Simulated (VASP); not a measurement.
# PbSe in VASP: a series of runs, part 2 of 2

VASP 6.6.1.

### Step 4. Single point, PBE (volume scaled by 0.94)

Input file INCAR:

```
SYSTEM = PbSe
ALGO = Normal ; EDIFF = 1E-7
ENCUT = 520 ; GGA = PE
ISIF = 2 ; ISMEAR = -1
LASPH = .TRUE. ; LCHARG = .FALSE.
LREAL = .FALSE. ; LWAVE = .FALSE.
NBANDS = 28 ; NELM = 80
PREC = Accurate ; SIGMA = 0.05
```

Input file KPOINTS:

```
k-points
0
G
  6 6 3
  0 0 0
```

Input file POSCAR:

```
PbSe
1.0
    4.3247648758      0.0000000000      0.0000000000
   -0.0101005360      4.3247530808      0.0000000000
   -2.1573321698     -2.1623765405     11.7558159939
Pb Se
2 2
Direct
    0.8068400000      0.8073040000      0.6184430000
    0.1854540000      0.1998100000      0.3823760000
    0.2873320000      0.3231460000      0.6231940000
    0.6842660000      0.6998950000      0.3779650000
```

Potentials or basis: VASP PAW PBE potentials, release 64 (Pb_d, Se).

Started as:

```
$ cat potpaw_PBE.64/Pb_d/POTCAR potpaw_PBE.64/Se/POTCAR > POTCAR
$ mpirun -np 1 vasp_std > vasp.out
```

OUTCAR:

```text
SYSTEM = PbSe
   EDIFF = 1E-7
   ENCUT = 520
   GGA = PE
   ISIF = 2
   ISMEAR = -1
   LASPH = .TRUE.
   LREAL = .FALSE.
   NELM = 80
   PREC = Accurate

 ion  position               nearest neighbor table
   1  0.807  0.807  0.618-   4 2.83   3 2.95   3 3.03   3 3.08   3 3.17   2 4.10   2 4.11
   2  0.185  0.200  0.382-   3 2.83   4 3.04   4 3.06   4 3.07   4 3.07   1 4.10   1 4.11
   3  0.287  0.323  0.623-   2 2.83   1 2.95   1 3.03   1 3.08   1 3.17
   4  0.684  0.700  0.378-   1 2.83   2 3.04   2 3.06   2 3.07   2 3.07

  LATTYP: Found a face centered orthorhombic cell.
 ALAT       =     6.1089948089
 B/A-ratio  =     1.0023382447
 C/A-ratio  =     3.8486907787

  Lattice vectors:

 A1 = (  -2.1674327058,   2.1623765403,  11.7558159939)
 A2 = (   2.1573321700,   2.1623765403,  11.7558159939)
 A3 = (  -0.0101005360,   4.3247530808,   0.0000000000)

Analysis of symmetry for initial positions (statically):
=====================================================================
 Subroutine PRICEL returns:
 Original cell was already a primitive cell.

 Routine SETGRP: Setting up the symmetry group for a
 face centered orthorhombic supercell.

 Subroutine GETGRP returns: Found  1 space group operations
 (whereof  1 operations were pure point group operations)
 out of a pool of  8 trial point group operations.

The static configuration has the point symmetry C_1 .

Analysis of symmetry for dynamics (positions and initial velocities):
=====================================================================
 Subroutine PRICEL returns:
 Original cell was already a primitive cell.

 Routine SETGRP: Setting up the symmetry group for a
 face centered orthorhombic supercell.

 Subroutine GETGRP returns: Found  1 space group operations
 (whereof  1 operations were pure point group operations)
 out of a pool of  8 trial point group operations.

The dynamic configuration has the point symmetry C_1 .

 Subroutine INISYM returns: Found  1 space group operations
 (whereof  1 operations are pure point group operations),
 and found     1 'primitive' translations

[... 141 lines left out ...]
  volume/ion in A,a.u.               =      54.97       370.95
  Fermi-wavevector in a.u.,A,eV,Ry     =   0.927618  1.752944 11.707482  0.860476
  Thomas-Fermi vector in A             =   2.053707
   LORBIT       =      0    0 simple, 1 ext, 2 COOP (PROOUT), +10 PAW based schemes
   GGA     = PE    functional components
   LHFCALC =     F    Hartree Fock is set to
   AEXX    =    0.0000 exact exchange contribution
   IVDW    =     0    specifies the selected vdW correction
   LEPSILON=     F    determine dielectric tensor
   LRPA    =     F    only Hartree local field effects (RPA)
 non-spin polarized calculation
  energy-cutoff  :      520.00
  volume of cell :      219.88
 maximum number of plane-waves:      5968
   NGX = 17   NGY = 17   NGZ = 45

 number of electron      40.0000001 magnetization

 Free energy of the ion-electron system (eV)
  ---------------------------------------------------
  ext. energy  EPLUGINS =         0.00000000
  ---------------------------------------------------
  free energy    TOTEN  =       -16.06257798 eV

  energy without entropy =      -16.06257793  energy(sigma->0) =      -16.06257796

 E-fermi :   0.9982     XC(G=0):  -5.7894

 val. band max:        0.2100024975   @ k =   0.0000   0.5000   0.0000
 cond. band min:       1.7687586097   @ k =   0.0000   0.5000   0.0000
 fundamental gap:      1.5587561122
 Fermi energy:         0.9982356976

 k-point     1 :       0.0000    0.0000    0.0000
  band No.  band energies     occupation
      1     -16.2672      2.00000
      2     -16.1533      2.00000
      3     -16.1505      2.00000
      4     -16.1381      2.00000
      5     -16.1369      2.00000
      6     -16.1309      2.00000
[... 733 lines left out ...]
     27       5.8729      0.00000
     28       6.4697      0.00000

 [... further k-points ...]

------------------------ aborting loop because EDIFF is reached ----------------------------------------

  FORCE on cell =-STRESS in cart. coord.  units (eV):
  Direction    XX          YY          ZZ          XY          YZ          ZX
  --------------------------------------------------------------------------------------
  -------------------------------------------------------------------------------------
  Total        1.9913475      1.9942498      0.4302836      0.0239820      0.0261797      0.1916514
  in kB       14.5104555     14.5316037      3.1353697      0.1747510      0.1907648      1.3965162
  external PRESSURE =      10.7258096 kB  Pullay stress =       0.0000000 kB

 VOLUME and BASIS-vectors are now :
 -----------------------------------------------------------------------------
  energy-cutoff  :      520.00
  volume of cell :      219.88
      direct lattice vectors                 reciprocal lattice vectors
     4.324764876  0.000000000  0.000000000     0.231226443  0.000540033  0.042532139
    -0.010100536  4.324753081  0.000000000     0.000000000  0.231227074  0.042532139
    -2.157332170 -2.162376540 11.755815994     0.000000000  0.000000000  0.085064278

 POSITION                                       TOTAL-FORCE (eV/Angst)
 -----------------------------------------------------------------------------------
      2.14705      2.15408      7.27030        -0.095324      0.067625      0.097431
     -0.02489      0.03729      4.49514         0.018692     -0.009980     -0.071278
     -0.10506      0.04995      7.32615         0.159826     -0.057069      0.065594
      2.13682      2.20957      4.44329        -0.083194     -0.000576     -0.091747
 -----------------------------------------------------------------------------------
    total drift:                                0.000418      0.000355      0.000177

  FREE ENERGIE OF THE ION-ELECTRON SYSTEM (eV)
  ---------------------------------------------------
  free  energy   TOTEN  =       -16.0625779796 eV

  energy  without entropy=      -16.0625779335  energy(sigma->0) =      -16.06257796
```

stdout:

```text
POSCAR found type information on POSCAR PbSe
 POSCAR found :  2 types and       4 ions
 scaLAPACK will be used
 LDA part: xc-table for (Slater+PW92), standard interpolation
 -----------------------------------------------------------------------------
|                                                                             |
|           W    W    AA    RRRRR   N    N  II  N    N   GGGG   !!!           |
|           W    W   A  A   R    R  NN   N  II  NN   N  G    G  !!!           |
|           W    W  A    A  R    R  N N  N  II  N N  N  G       !!!           |
|           W WW W  AAAAAA  RRRRR   N  N N  II  N  N N  G  GGG   !            |
|           WW  WW  A    A  R   R   N   NN  II  N   NN  G    G                |
|           W    W  A    A  R    R  N    N  II  N    N   GGGG   !!!           |
|                                                                             |
|     Your reciprocal lattice and k-lattice belong to different lattice       |
|     classes:                                                                |
|                                                                             |
|        The reciprocal lattice is body-centered orthorhombic,                |
|        whereas your k-lattice is base-centered monoclinic.                  |
|                                                                             |
|     Results are often still useful ...                                      |
|                                                                             |
 -----------------------------------------------------------------------------

 POSCAR, INCAR and KPOINTS ok, starting setup
 FFT: planning ... GRIDC
 FFT: planning ... GRID_SOFT
 FFT: planning ... GRID
 WAVECAR not read
 entering main loop
```

Run time: 7 min. Hardware: 1 thread of AMD EPYC 7R43 (Zen 3), shared host; peak memory 0.44 GiB.

What came out:

| Quantity | Value |
| --- | --- |
| Free energy | -16.0626 eV |
| Largest force | 0.182 eV/Å |
| Band gap on the k mesh | 1.56 eV, direct |

Forces in eV/Å, atoms in the order of the input:
```
Pb  -0.095  0.068  0.097
Pb   0.019 -0.010 -0.071
Se   0.160 -0.057  0.066
Se  -0.083 -0.001 -0.092
```

Levels at points of the mesh, in eV from the valence-band top:
| k point | band 16 | band 17 | band 18 | band 19 | band 20 | band 21 | band 22 | band 23 | band 24 | band 25 |
| --- | --- | --- | --- | --- | --- | --- | --- | --- | --- | --- |
| (0.00, 0.00, 0.00) | -2.51 | -2.49 | -1.51 | -1.50 | -0.53 | 2.05 | 3.74 | 4.46 | 4.99 | 5.18 |
| (0.50, 0.00, 0.00) | -1.78 | -1.05 | -0.91 | -0.05 | -0.02 | 1.58 | 1.61 | 2.44 | 2.61 | 2.85 |
| (0.00, 0.50, 0.00) | -1.84 | -1.01 | -0.95 | -0.05 | 0.00 | 1.56 | 1.61 | 2.51 | 2.57 | 2.89 |
| (0.50, 0.50, 0.00) | -4.20 | -2.98 | -2.97 | -1.47 | -1.46 | 3.60 | 3.64 | 5.06 | 5.10 | 5.70 |

Caveat: spin-orbit coupling is left out, which moves the levels of the heavy elements.

### Step 5. The runs side by side

```tsv
level	potentials or basis	cell	gap on the mesh (eV)	largest force (eV/Å)
LDA	VASP PAW LDA potentials, release 64 (Pb_d, Se)	a = 4.355, b = 4.355, c = 12.232 Å, angles 100.2, 100.2, 90.1°, 4 atoms	1.46	0.37
PBEsol	VASP PAW PBE potentials, release 64 (Pb_d, Se)	a = 4.355, b = 4.355, c = 12.232 Å, angles 100.2, 100.2, 90.1°, 4 atoms	1.51	0.26
PBE	VASP PAW PBE potentials, release 64 (Pb_d, Se)	a = 4.325, b = 4.325, c = 12.146 Å, angles 100.2, 100.2, 90.1°, 4 atoms	1.56	0.18
```

Alike in all rows: task single point; no spin polarisation; k mesh 6 × 6 × 3; cutoff (eV) 520; smearing fermi-dirac 0.05 eV.

Caveats: spin-orbit coupling is left out, which moves the levels of the heavy elements; the PAW data sets were made with another functional, which shifts forces and pressure a little (some runs).

Total energies depend on the potentials used, so only differences within one code and one set of settings carry meaning.
